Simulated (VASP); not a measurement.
Input of a VASP 6.6.1 run:

Contents of INCAR:

```
SYSTEM = ZnS
PREC = Accurate
ENCUT = 520
EDIFF = 1E-6
ISMEAR = 0
SIGMA = 0.1
LREAL = .FALSE.
LASPH = .TRUE.
NELM = 100
ALGO = Normal
ISIF = 2
LWAVE = .FALSE.
LCHARG = .TRUE.
GGA = PE
LELF = .TRUE.
LVHAR = .TRUE.
NBANDS = 16
```

Contents of KPOINTS:

```
Automatic mesh
0
G
  16 16 18
  0 0 0
```

Contents of POSCAR:

```
ZnS
1.0
    3.3085832458      0.0000000000      0.0000000000
    0.0000000000      3.3085832458      0.0000000000
    0.0000000000      0.0000000000      2.9849169072
Zn S
1 1
Direct
    0.5000000000      0.5000000000      0.5000000000
    0.0000000000      0.0000000000      0.0000000000
```

Potentials or basis: VASP PAW PBE potentials, release 64 (Zn, S).

Launch:

```console
$ cat potpaw_PBE.64/Zn/POTCAR potpaw_PBE.64/S/POTCAR > POTCAR
$ mpirun -np 1 vasp_std > vasp.out
```

Problem. What does it give for the pressure?

Solution. 0.1 GPa.

Problem. What does it give for the band gap on the k mesh?

Solution. Zero (band 9 reaches 5.59 eV, above the bottom of band 10 at 3.42 eV).
